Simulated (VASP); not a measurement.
# Mo (R-3m) in VASP: a series of runs, part 2 of 2

VASP 6.6.1. Earlier steps stand in the parts before.

### Step 3. Single point, PBE

This run uses another cell than the first one, of the same volume but with other edges.

INCAR

```
PREC     = Accurate       # precision mode
ENCUT    = 520            # plane-wave cutoff, eV
EDIFF    = 1E-6           # SCF threshold, eV
ISMEAR   = 0              # smearing method
SIGMA    = 0.15           # smearing width, eV
LREAL    = F              # projectors in reciprocal space
LASPH    = T              # aspherical terms in the spheres
NELM     = 60             # most SCF steps
ALGO     = Fast           # electronic algorithm
ISIF     = 2              # what is computed and relaxed
LWAVE    = F              # write WAVECAR
LCHARG   = F              # write CHGCAR
GGA      = PE             # functional
NBANDS   = 13             # bands
```

KPOINTS

```
Automatic mesh
0
Gamma
  22 22 22
```

POSCAR

```
Mo
1.0
   -1.4404935493      1.6678144762      1.6678144762
    1.6678144762     -1.4404935493      1.6678144762
    1.6678144762      1.6678144762     -1.4404935493
Mo
1
Direct
    0.0000000000      0.0000000000      0.0000000000
```

Potentials or basis: VASP PAW PBE potentials, release 64 (Mo_sv).

Launch:

```console
$ cat potpaw_PBE.64/Mo_sv/POTCAR > POTCAR
$ mpirun -np 1 vasp_std > vasp.out
```

OUTCAR:

```text
PREC = Accurate
   ENCUT = 520
   EDIFF = 1E-6
   ISMEAR = 0
   LREAL = F
   LASPH = T
   NELM = 60
   ISIF = 2
   GGA = PE

 ion  position               nearest neighbor table
   1  0.000  0.000  0.000-

  LATTYP: Found a trigonal (rhomboedric) cell.
 ALAT       =     2.7637351392
 COS(alpha) =    -0.2648972803

  Lattice vectors:

 A1 = (  -1.4404935493,   1.6678144762,   1.6678144762)
 A2 = (   1.6678144762,  -1.4404935493,   1.6678144762)
 A3 = (   1.6678144762,   1.6678144762,  -1.4404935493)

Analysis of symmetry for initial positions (statically):
=====================================================================
 Subroutine PRICEL returns:
 Original cell was already a primitive cell.

 Routine SETGRP: Setting up the symmetry group for a
 trigonal (rhombohedral) supercell.

 Subroutine GETGRP returns: Found 12 space group operations
 (whereof 12 operations were pure point group operations)
 out of a pool of 12 trial point group operations.

The static configuration has the point symmetry D_3d.

Analysis of symmetry for dynamics (positions and initial velocities):
=====================================================================
 Subroutine PRICEL returns:
 Original cell was already a primitive cell.

 Routine SETGRP: Setting up the symmetry group for a
 trigonal (rhombohedral) supercell.

 Subroutine GETGRP returns: Found 12 space group operations
 (whereof 12 operations were pure point group operations)
 out of a pool of 12 trial point group operations.

The dynamic configuration has the point symmetry D_3d.

 Subroutine INISYM returns: Found 12 space group operations
 (whereof 12 operations are pure point group operations),
 and found     1 'primitive' translations

----------------------------------------------------------------------------------------

                                     Primitive cell

  volume of cell :      18.3100

  direct lattice vectors                    reciprocal lattice vectors
    -1.440493549  1.667814476  1.667814476    -0.038590031  0.283128406  0.283128406
     1.667814476 -1.440493549  1.667814476     0.283128406 -0.038590031  0.283128406
     1.667814476  1.667814476 -1.440493549     0.283128406  0.283128406 -0.038590031

  length of vectors
     2.763735139  2.763735139  2.763735139     0.402259344  0.402259344  0.402259344

  position of ions in fractional coordinates (direct lattice)
     0.000000000  0.000000000  0.000000000

  ion indices of the primitive-cell ions
   primitive index   ion index
                 1           1

----------------------------------------------------------------------------------------

 KPOINTS: Automatic mesh

Automatic generation of k-mesh.
 Grid dimensions read from file:
 generate k-points for:   22   22   22

 Generating k-lattice:

  Cartesian coordinates                     Fractional coordinates (reciprocal lattice)
    -0.001754092  0.012869473  0.012869473     0.045454545  0.000000000  0.000000000
     0.012869473 -0.001754092  0.012869473     0.000000000  0.045454545  0.000000000
     0.012869473  0.012869473 -0.001754092    -0.000000000 -0.000000000  0.045454545

  Length of vectors
     0.018284516  0.018284516  0.018284516

  Shift w.r.t. Gamma in fractional coordinates (k-lattice)
     0.000000000  0.000000000  0.000000000

 Subroutine IBZKPT returns following result:
 ===========================================

 Found   1024 irreducible k-points:

 Following reciprocal coordinates:
            Coordinates               Weight
  0.000000  0.000000  0.000000      1.000000
  0.045455  0.000000 -0.000000      6.000000
  0.090909  0.000000 -0.000000      6.000000
  0.136364  0.000000  0.000000      6.000000
  0.181818  0.000000  0.000000      6.000000
  0.227273  0.000000  0.000000      6.000000
[... 16 lines left out ...]
  0.500000  0.045455  0.000000     12.000000
 -0.454545  0.045455  0.000000     12.000000
 [... further k-points ...]
   k-points           NKPTS =   1024   k-points in BZ     NKDIM =   1024   number of bands    NBANDS=     13
   number of dos      NEDOS =    301   number of ions     NIONS =      1
   total plane-waves  NPLWV =  13824
   dimension x,y,z NGX =    24 NGY =   24 NGZ =   24
   dimension x,y,z NGXF=    48 NGYF=   48 NGZF=   48
   ions per type =               1
   NGX,Y,Z   is equivalent  to a cutoff of  14.44, 14.44, 14.44 a.u.
   NGXF,Y,Z  is equivalent  to a cutoff of  28.87, 28.87, 28.87 a.u.
 SYSTEM =  unknown system
   PREC   = accura    normal or accurate (medium, high low for compatibility)
   ISTART =      0    job   : 0-new  1-cont  2-samecut
   ICHARG =      2    charge: 1-file 2-atom 10-const
   ISPIN  =      1    spin polarized calculation?
   LNONCOLLINEAR =      F non collinear calculations
   LSORBIT =      F    spin-orbit coupling
   LASPH  =      T    aspherical Exc in radial PAW
   ENCUT  =  520.0 eV  38.22 Ry    6.18 a.u.   5.14  5.14  5.14*2*pi/ulx,y,z
   NELM   =     60;   NELMIN=  2; NELMDL= -5     # of ELM steps
   EDIFF  = 0.1E-05   stopping-criterion for ELM
   LREAL  =      F    real-space projection
   EDIFFG = 0.1E-04   stopping-criterion for IOM
   NSW    =      0    number of steps for IOM
   IBRION =     -1    ionic relax: 0-MD 1-quasi-New 2-CG
   NFREE  =      0    steps in history (QN), initial steepest desc. (CG)
   ISIF   =      2    stress and relaxation
   ISYM   =      2    0-nonsym 1-usesym 2-fastsym
   POTIM  = 0.5000    time-step for ionic-motion
   TEBEG  =    0.0;   TEEND  =   0.0 temperature during run
   PSTRESS=    0.0 pullay stress
   NELECT =      14.0000    total number of electrons
   NUPDOWN=      -1.0000    fix difference up-down
   EMIN   =  10.00;   EMAX   =-10.00  energy-range for DOS
   EFERMI =   0.00;   METHOD = LEGACY
   ISMEAR =     0;   SIGMA  =   0.15  broadening in eV -4-tet -1-fermi 0-gaus
   EFERMI_NEDOS =   21; number of points for ismear=-14 and -15
   IALGO  =     68    algorithm
   IMIX   =      4    mixing-type and parameters
     AMIX     =   0.40;   BMIX     =  1.00
     AMIX_MAG =   1.60;   BMIX_MAG =  1.00
  volume/ion in A,a.u.               =      18.31       123.56
  Fermi-wavevector in a.u.,A,eV,Ry     =   1.496999  2.828917 30.490722  2.241005
  Thomas-Fermi vector in A             =   2.608943
   LORBIT       =      0    0 simple, 1 ext, 2 COOP (PROOUT), +10 PAW based schemes
   GGA     = PE    functional components
   LHFCALC =     F    Hartree Fock is set to
   AEXX    =    0.0000 exact exchange contribution
   IVDW    =     0    specifies the selected vdW correction
   LEPSILON=     F    determine dielectric tensor
   LRPA    =     F    only Hartree local field effects (RPA)
 non-spin polarized calculation
 RMM-DIIS sequential band-by-band and
 Gauss-broadening in eV      SIGMA  =   0.15
  energy-cutoff  :      520.00
  volume of cell :       18.31
 maximum number of plane-waves:       506
 NGX is ok and might be reduce to    24

 number of electron      13.9999998 magnetization

 Free energy of the ion-electron system (eV)
  ---------------------------------------------------
  ext. energy  EPLUGINS =         0.00000000
  ---------------------------------------------------
  free energy    TOTEN  =       -10.55250175 eV

  energy without entropy =      -10.54369190  energy(sigma->0) =      -10.54809683

 E-fermi :  10.2897     XC(G=0): -12.4907

 val. band max:       10.2873067238   @ k =  -0.0455   0.5000   0.0455
 cond. band min:      10.2919447976   @ k =   0.4545   0.0455   0.0455
 fundamental gap:      0.0046380738
 Fermi energy:        10.2896723533

 k-point     1 :       0.0000    0.0000    0.0000
  band No.  band energies     occupation
      1     -51.0993      2.00000
      2     -24.7955      2.00000
      3     -24.5033      2.00000
      4     -24.5033      2.00000
      5       3.6000      2.00000
      6       7.9456      2.00000
      7       7.9456      2.00000
      8      10.7693      0.00001
      9      12.1235      0.00000
     10      12.1235      0.00000
     11      23.9095      0.00000
     12      23.9095      0.00000
     13      27.0873      0.00000
[... 353 lines left out ...]
 k-point    24 :      -0.4545    0.0455    0.0000
  band No.  band energies     occupation
      1     -50.9787      2.00000
      2     -25.5087      2.00000
      3     -24.7422      2.00000
      4     -24.5012      2.00000
      5       5.9281      2.00000
      6       7.2677      2.00000
      7       9.9918      1.99502
      8      12.1677      0.00000
      9      12.2572      0.00000
     10      13.1482      0.00000
     11      19.2083      0.00000
     12      23.1356      0.00000
     13      26.8895      0.00000

 [... further k-points ...]
[... 5 lines left out ...]
  --------------------------------------------------------------------------------------
  -------------------------------------------------------------------------------------
  Total       -2.6659393     -2.6659393     -2.6659393     -0.6923937     -0.6923937     -0.6923937
  in kB     -233.2773091   -233.2773091   -233.2773091    -60.5864288    -60.5864288    -60.5864288
  external PRESSURE =    -233.2773091 kB  Pullay stress =       0.0000000 kB

 VOLUME and BASIS-vectors are now :
 -----------------------------------------------------------------------------
  energy-cutoff  :      520.00
  volume of cell :       18.31
      direct lattice vectors                 reciprocal lattice vectors
    -1.440493549  1.667814476  1.667814476    -0.038590031  0.283128406  0.283128406
     1.667814476 -1.440493549  1.667814476     0.283128406 -0.038590031  0.283128406
     1.667814476  1.667814476 -1.440493549     0.283128406  0.283128406 -0.038590031

 POSITION                                       TOTAL-FORCE (eV/Angst)
 -----------------------------------------------------------------------------------
      0.00000      0.00000      0.00000        -0.000000      0.000000     -0.000000
 -----------------------------------------------------------------------------------
    total drift:                                0.000000      0.000000      0.000000

  FREE ENERGIE OF THE ION-ELECTRON SYSTEM (eV)
  ---------------------------------------------------
  free  energy   TOTEN  =       -10.5525017526 eV

  energy  without entropy=      -10.5436919033  energy(sigma->0) =      -10.54809683
```

It took 2.5 min on 1 thread of Intel Xeon Platinum 8259CL at 2.50GHz (Skylake/Cascade Lake), shared host; peak memory 0.33 GiB.

Results:

```
Free energy            : -10.5525 eV
Pressure               : -23.3 GPa
Band gap on the k mesh : zero (band 7 reaches 11.49 eV, above the bottom of band 8 at 9.44 eV)
```

Levels at points of the mesh, in eV from the Fermi level:
```csv
k point,band 3,band 4,band 5,band 6,band 7,band 8,band 9,band 10,band 11,band 12
"(0.00, 0.00, 0.00)",-34.79,-34.79,-6.69,-2.34,-2.34,0.48,1.83,1.83,13.62,13.62
"(0.50, 0.00, 0.00)",-35.03,-34.78,-4.44,-3.09,0.37,1.87,2.01,2.69,8.58,12.58
"(0.50, 0.50, 0.00)",-35.44,-34.85,-4.59,-2.83,1.20,1.23,2.14,4.29,9.83,10.72
"(0.50, 0.50, 0.50)",-35.65,-35.39,-4.41,-4.41,0.93,4.04,4.04,7.32,8.61,8.61
```

### Step 4. Single point, PBE

This run uses another cell than the first one, of the same volume but with other edges.

INCAR

```
SYSTEM = Mo
  ALGO = Fast
  EDIFF = 1E-6
  ENCUT = 520
  GGA = PE
  ISIF = 2
  ISMEAR = 0
  LASPH = .TRUE.
  LCHARG = .FALSE.
  LREAL = .FALSE.
  LWAVE = .FALSE.
  NBANDS = 13
  NELM = 100
  PREC = Accurate
  SIGMA = 0.15
```

KPOINTS

```
k-points
0
G
  22 22 22
  0 0 0
```

POSCAR

```
Mo
1.0
   -0.9925415386      1.7307295569      1.7307295569
    1.7307295569     -0.9925415386      1.7307295569
    1.7307295569      1.7307295569     -0.9925415386
Mo
1
Direct
    0.0000000000      0.0000000000      0.0000000000
```

Potentials or basis: VASP PAW PBE potentials, release 64 (Mo_sv).

Launch:

```console
$ cat potpaw_PBE.64/Mo_sv/POTCAR > POTCAR
$ mpirun -np 1 vasp_std > vasp.out
```

OUTCAR:

```text
SYSTEM = Mo
   EDIFF = 1E-6
   ENCUT = 520
   GGA = PE
   ISIF = 2
   ISMEAR = 0
   LASPH = .TRUE.
   LREAL = .FALSE.
   NELM = 100
   PREC = Accurate

 ion  position               nearest neighbor table
   1  0.000  0.000  0.000-

  LATTYP: Found a trigonal (rhomboedric) cell.
 ALAT       =     2.6412096290
 COS(alpha) =    -0.0631046292

  Lattice vectors:

 A1 = (  -0.9925415386,   1.7307295569,   1.7307295569)
 A2 = (   1.7307295569,  -0.9925415386,   1.7307295569)
 A3 = (   1.7307295569,   1.7307295569,  -0.9925415386)

Analysis of symmetry for initial positions (statically):
=====================================================================
 Subroutine PRICEL returns:
 Original cell was already a primitive cell.

 Routine SETGRP: Setting up the symmetry group for a
 trigonal (rhombohedral) supercell.

 Subroutine GETGRP returns: Found 12 space group operations
 (whereof 12 operations were pure point group operations)
 out of a pool of 12 trial point group operations.

The static configuration has the point symmetry D_3d.

[... 159 lines left out ...]
 E-fermi :  10.1610     XC(G=0): -12.3813

 val. band max:       10.1596256804   @ k =  -0.4545   0.2273   0.0909
 cond. band min:      10.1658875802   @ k =  -0.3636   0.2727   0.1364
 fundamental gap:      0.0062618998
 Fermi energy:        10.1610293246

 k-point     1 :       0.0000    0.0000    0.0000
  band No.  band energies     occupation
      1     -50.9857      2.00000
      2     -24.4284      2.00000
      3     -24.3167      2.00000
      4     -24.3167      2.00000
      5       3.7636      2.00000
      6       6.2405      2.00000
      7       6.2405      2.00000
      8      13.4568      0.00000
      9      13.6882      0.00000
     10      13.6882      0.00000
     11      24.7205      0.00000
     12      24.7205      0.00000
     13      26.3613      0.00000
[... 354 lines left out ...]
  band No.  band energies     occupation
      1     -50.8194      2.00000
      2     -25.6121      2.00000
      3     -24.2936      2.00000
      4     -24.2161      2.00000
      5       6.6344      2.00000
      6       7.0519      2.00000
      7       9.6049      2.00000
      8      10.9162      0.00000
      9      11.3473      0.00000
     10      13.8339      0.00000
     11      18.7640      0.00000
     12      24.5758      0.00000
     13      28.7899      0.00000

 [... further k-points ...]
[... 5 lines left out ...]
  --------------------------------------------------------------------------------------
  -------------------------------------------------------------------------------------
  Total       -0.8904443     -0.8904443     -0.8904443     -0.5538132     -0.5538132     -0.5538132
  in kB      -77.9164229    -77.9164229    -77.9164229    -48.4602399    -48.4602399    -48.4602399
  external PRESSURE =     -77.9164229 kB  Pullay stress =       0.0000000 kB

 VOLUME and BASIS-vectors are now :
 -----------------------------------------------------------------------------
  energy-cutoff  :      520.00
  volume of cell :       18.31
      direct lattice vectors                 reciprocal lattice vectors
    -0.992541539  1.730729557  1.730729557    -0.109791704  0.257413751  0.257413751
     1.730729557 -0.992541539  1.730729557     0.257413751 -0.109791704  0.257413751
     1.730729557  1.730729557 -0.992541539     0.257413751  0.257413751 -0.109791704

 POSITION                                       TOTAL-FORCE (eV/Angst)
 -----------------------------------------------------------------------------------
      0.00000      0.00000      0.00000         0.000000      0.000000     -0.000000
 -----------------------------------------------------------------------------------
    total drift:                                0.000000      0.000000      0.000000

  FREE ENERGIE OF THE ION-ELECTRON SYSTEM (eV)
  ---------------------------------------------------
  free  energy   TOTEN  =        -9.8340963082 eV

  energy  without entropy=       -9.8209507371  energy(sigma->0) =       -9.82752352
```

Run time: 1.9 min. Hardware: 1 thread of Intel Xeon Platinum 8259CL at 2.50GHz (Skylake/Cascade Lake), shared host; peak memory 0.31 GiB.

What came out:

```
Free energy            : -9.8341 eV
Pressure               : -7.8 GPa
Band gap on the k mesh : zero (band 7 reaches 11.42 eV, above the bottom of band 8 at 9.19 eV)
```

Levels at points of the mesh, in eV from the Fermi level:
```
           k point  band 4  band 5  band 6  band 7  band 8  band 9  band 10  band 11
(0.00, 0.00, 0.00)  -34.48   -6.40   -3.92   -3.92    3.30    3.53     3.53    14.56
(0.50, 0.00, 0.00)  -34.37   -3.53   -3.16    0.03    0.61    0.77     3.74     8.60
(0.50, 0.50, 0.00)  -34.29   -5.01   -2.33    1.07    1.39    4.81     5.59     6.24
(0.50, 0.50, 0.50)  -35.36   -3.80   -3.80   -2.91    5.76    5.76     7.69    11.37
```

### Step 5. The runs side by side

```tsv
cell	gap on the mesh (eV)	pressure (GPa)
a = 3.369 Å, angles 116.4°, 1 atom	none	67.2
a = 2.764 Å, angles 105.4°, 1 atom	none	-23.3
a = 2.641 Å, angles 93.6°, 1 atom	none	-7.8
```

Alike in all rows: task single point; level PBE; potentials or basis VASP PAW PBE potentials, release 64 (Mo_sv); no spin polarisation; k mesh 22 × 22 × 22; cutoff (eV) 520; smearing gaussian 0.15 eV.

Total energies depend on the potentials used, so only differences within one code and one set of settings carry meaning.
